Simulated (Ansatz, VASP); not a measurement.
## SiC in VASP and in Ansatz

```xyz
2
Lattice="0.0000 2.1087 2.1087 2.1087 0.0000 2.1087 2.2017 2.2017 -0.0931" Properties=species:S:1:pos:R:3 pbc="T T T"
Si    0.0000    0.0000    0.0000
C     3.2328    3.2328    3.0932
```

Alike in both runs: task single point; functional PBE; k mesh 12 × 12 × 12; occupations gaussian, width 0.05 eV; no spin polarisation.

|  | VASP | Ansatz |
| --- | --- | --- |
| version | VASP 6.6.1 | Ansatz 0.2.0 |
| potentials or method | VASP PAW PBE potentials, release 64 (Si, C), cutoff 520 eV | scalar-relativistic, plane waves, PAW |
| valence electrons in the cell | 8 | 8 |

Ansatz gave:

- gap on the k mesh at the Fermi level (eV): 1.12
- least direct gap on the mesh (eV): 4.17
- pressure (GPa): 12.8
- traceless stress, the component that is largest in VASP (GPa): -12.21
- rms of the force components (eV/Å): 0.323

**Question.** Which values does VASP return?

**Answer.** gap on the k mesh at the Fermi level (eV): 1.11; least direct gap on the mesh (eV): 4.16; pressure (GPa): 12.8; traceless stress, the component that is largest in VASP (GPa): -12.26; rms of the force components (eV/Å): 0.322.

Atom by atom the forces differ by 0.001 eV/Å (rms over components).
